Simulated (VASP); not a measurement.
# KI in VASP: a series of runs, part 2 of 2

VASP 6.6.1. The steps go on from the part before.

## (4) Electric field gradients, PBEsol (equal xy, yz and zx shear strains of +1 %)

Contents of INCAR:

```
SYSTEM = KI
  PREC = Accurate
  ENCUT = 400
  EDIFF = 1E-8
  ISMEAR = -1
  SIGMA = 0.01
  LREAL = .False.
  LASPH = .True.
  NELM = 120
  ALGO = Normal
  ISIF = 2
  LWAVE = .False.
  LCHARG = .False.
  GGA = PS
  LEFG = .True.
  NBANDS = 15
  GGA_COMPAT = .False.
```

Contents of KPOINTS:

```
regular mesh
0
Gamma
  8 8 8
  0 0 0
```

Contents of POSCAR:

```
KI
1.0
    0.0352455000      3.5421727500      3.5421727500
    3.5421727500      0.0352455000      3.5421727500
    3.5421727500      3.5421727500      0.0352455000
K I
1 1
Direct
    0.0000000000      0.0000000000      0.0000000000
    0.5000000000      0.5000000000      0.5000000000
```

Potentials or basis: VASP PAW PBE potentials, release 64 (K_sv, I).

Started as:

```
$ cat potpaw_PBE.64/K_sv/POTCAR potpaw_PBE.64/I/POTCAR > POTCAR
$ mpirun -np 1 vasp_std > vasp.out
```

OUTCAR:

```text
SYSTEM = KI
   PREC = Accurate
   ENCUT = 400
   EDIFF = 1E-8
   ISMEAR = -1
   LREAL = .False.
   LASPH = .True.
   NELM = 120
   ISIF = 2
   GGA = PS

 ion  position               nearest neighbor table
   1  0.000  0.000  0.000-   2 3.52   2 3.52   2 3.52   2 3.52   2 3.52   2 3.52
   2  0.500  0.500  0.500-   1 3.52   1 3.52   1 3.52   1 3.52   1 3.52   1 3.52

  LATTYP: Found a trigonal (rhomboedric) cell.
 ALAT       =     5.0095127335
 COS(alpha) =     0.5099250056

  Lattice vectors:

 A1 = (   0.0352455000,   3.5421727500,   3.5421727500)
 A2 = (   3.5421727500,   0.0352455000,   3.5421727500)
 A3 = (   3.5421727500,   3.5421727500,   0.0352455000)

Analysis of symmetry for initial positions (statically):
=====================================================================
 Subroutine PRICEL returns:
 Original cell was already a primitive cell.

 Routine SETGRP: Setting up the symmetry group for a
 trigonal (rhombohedral) supercell.

 Subroutine GETGRP returns: Found 12 space group operations
 (whereof 12 operations were pure point group operations)
 out of a pool of 12 trial point group operations.

The static configuration has the point symmetry D_3d.

Analysis of symmetry for dynamics (positions and initial velocities):
=====================================================================
 Subroutine PRICEL returns:
 Original cell was already a primitive cell.

 Routine SETGRP: Setting up the symmetry group for a
 trigonal (rhombohedral) supercell.

 Subroutine GETGRP returns: Found 12 space group operations
 (whereof 12 operations were pure point group operations)
 out of a pool of 12 trial point group operations.

[... 577 lines left out ...]
      7      -0.7914      2.00000
      8      -0.7163      2.00000
      9       4.8776      0.00000
     10       5.9513      0.00000
     11       6.7607      0.00000
     12       6.9124      0.00000
     13       7.7091      0.00000
     14       7.9122      0.00000
     15       9.2691      0.00000

 [... further k-points ...]

------------------------ aborting loop because EDIFF is reached ----------------------------------------

  FORCE on cell =-STRESS in cart. coord.  units (eV):
  Direction    XX          YY          ZZ          XY          YZ          ZX
  --------------------------------------------------------------------------------------
  -------------------------------------------------------------------------------------
  Total       -0.0956424     -0.0956424     -0.0956424     -0.0198111     -0.0198111     -0.0198111
  in kB       -1.7500578     -1.7500578     -1.7500578     -0.3625027     -0.3625027     -0.3625027
  external PRESSURE =      -1.7500578 kB  Pullay stress =       0.0000000 kB

 VOLUME and BASIS-vectors are now :
 -----------------------------------------------------------------------------
  energy-cutoff  :      400.00
  volume of cell :       87.56
      direct lattice vectors                 reciprocal lattice vectors
     0.035245500  3.542172750  3.542172750    -0.143280773  0.141869140  0.141869140
     3.542172750  0.035245500  3.542172750     0.141869140 -0.143280773  0.141869140
     3.542172750  3.542172750  0.035245500     0.141869140  0.141869140 -0.143280773

 POSITION                                       TOTAL-FORCE (eV/Angst)
 -----------------------------------------------------------------------------------
      0.00000      0.00000      0.00000         0.000000     -0.000000     -0.000000
      3.55980      3.55980      3.55980        -0.000000      0.000000      0.000000
 -----------------------------------------------------------------------------------
    total drift:                                0.000000      0.000000      0.000000

  FREE ENERGIE OF THE ION-ELECTRON SYSTEM (eV)
  ---------------------------------------------------
  free  energy   TOTEN  =        -5.8152513675 eV

  energy  without entropy=       -5.8152513675  energy(sigma->0) =       -5.81525137

 Electric field gradients (V/A^2)
---------------------------------------------------------------------
 ion       V_xx      V_yy      V_zz      V_xy      V_xz      V_yz
---------------------------------------------------------------------
   1      -0.000     0.000     0.000    -0.344    -0.344    -0.344
   2       0.000     0.000     0.000     2.573     2.573     2.573
---------------------------------------------------------------------

 Electric field gradients after diagonalization (V/A^2)
 (convention: |V_zz| > |V_xx| > |V_yy|)
----------------------------------------------------------------------
 ion       V_xx      V_yy      V_zz     asymmetry (V_yy - V_xx)/ V_zz
----------------------------------------------------------------------
   1       0.344     0.344    -0.688       0.000
   2      -2.573    -2.573     5.147       0.000
----------------------------------------------------------------------

           NMR quadrupolar parameters

 Cq : quadrupolar parameter    Cq=e*Q*V_zz/h
 eta: asymmetry parameters     (V_yy - V_xx)/ V_zz
 Q  : nuclear electric quadrupole moment in mb (millibarn)
----------------------------------------------------------------------
 ion       Cq(MHz)       eta       Q (mb)
----------------------------------------------------------------------
   1      -0.002       0.000       1.000
   2       0.012       0.000       1.000
----------------------------------------------------------------------
```

OSZICAR:

```text
N       E                     dE             d eps       ncg     rms          rms(c)
DAV:   1     0.764253320474E+02    0.76425E+02   -0.55954E+03  1950   0.741E+02
DAV:   2    -0.127163097652E+01   -0.77697E+02   -0.72932E+02  2506   0.190E+02
DAV:   3    -0.566527329217E+01   -0.43936E+01   -0.43754E+01  2667   0.404E+01
DAV:   4    -0.589834159766E+01   -0.23307E+00   -0.23298E+00  3176   0.843E+00
DAV:   5    -0.589996014380E+01   -0.16185E-02   -0.16185E-02  2709   0.756E-01    0.299E+00
DAV:   6    -0.581801828191E+01    0.81942E-01   -0.86487E-02  2573   0.195E+00    0.214E+00
DAV:   7    -0.581106406589E+01    0.69542E-02   -0.10290E-01  2608   0.173E+00    0.856E-01
DAV:   8    -0.581515652996E+01   -0.40925E-02   -0.13055E-02  2244   0.828E-01    0.249E-01
DAV:   9    -0.581497529409E+01    0.18124E-03   -0.51834E-04  2811   0.145E-01    0.904E-02
DAV:  10    -0.581524530599E+01   -0.27001E-03   -0.35391E-04  2342   0.951E-02    0.626E-02
DAV:  11    -0.581524944289E+01   -0.41369E-05   -0.38843E-05  2824   0.341E-02    0.115E-02
DAV:  12    -0.581525005573E+01   -0.61284E-06   -0.22991E-06  2573   0.108E-02    0.778E-03
DAV:  13    -0.581525130122E+01   -0.12455E-05   -0.12806E-06  2349   0.600E-03    0.238E-03
DAV:  14    -0.581525136732E+01   -0.66097E-07   -0.90227E-08  2644   0.152E-03    0.432E-04
DAV:  15    -0.581525136747E+01   -0.15166E-09   -0.93760E-09  2407   0.525E-04
   1 F= -.58152514E+01 E0= -.58152514E+01  d E =-.131357E-10
```

Run time: 59 s. Hardware: 1 thread of Intel Xeon 8259CL, shared host; peak memory 0.23 GiB.

What came out:

```yaml
Free_energy: -5.8153 eV
Pressure: -0.2 GPa
Band_gap_on_the_k_mesh: 3.81 eV
Largest_electric_field_gradient_by_atom: K -0.7; I +5.1 V/Å²
```

Electric field gradients, principal values (V/Å²):
| atom | least | middle | greatest (by size) |
| --- | --- | --- | --- |
| 1 K | 0.344 | 0.344 | -0.688 |
| 2 I | -2.573 | -2.573 | 5.147 |

Caveat: the cell differs from its parent crystal (equal xy, yz and zx shear strains of +1 %); without QUAD_EFG the Cq values of the log hold for a quadrupole moment of 1 mb, not for the nuclei; the PAW data sets were made with another functional, which shifts forces and pressure a little; spin-orbit coupling is left out, which moves the levels of the heavy elements.

## (5) Summary

```tsv
cell	gap on the mesh (eV)	pressure (GPa)
a = 5.035, b = 5.035, c = 5.084 Å, angles 59.7, 59.7, 60.7°, 2 atoms	3.75	-0.6
a = 4.960 Å, angles 60.7°, 2 atoms	3.80	-0.2
a = 5.010 Å, angles 59.3°, 2 atoms	3.81	-0.2
```

Alike in all rows: task electric field gradients; level PBEsol; potentials or basis VASP PAW PBE potentials, release 64 (K_sv, I); no spin polarisation; k mesh 8 × 8 × 8; cutoff (eV) 400; smearing fermi-dirac 0.01 eV.

Caveats: the PAW data sets were made with another functional, which shifts forces and pressure a little; spin-orbit coupling is left out, which moves the levels of the heavy elements.

Total energies depend on the potentials used, so only differences within one code and one set of settings carry meaning.
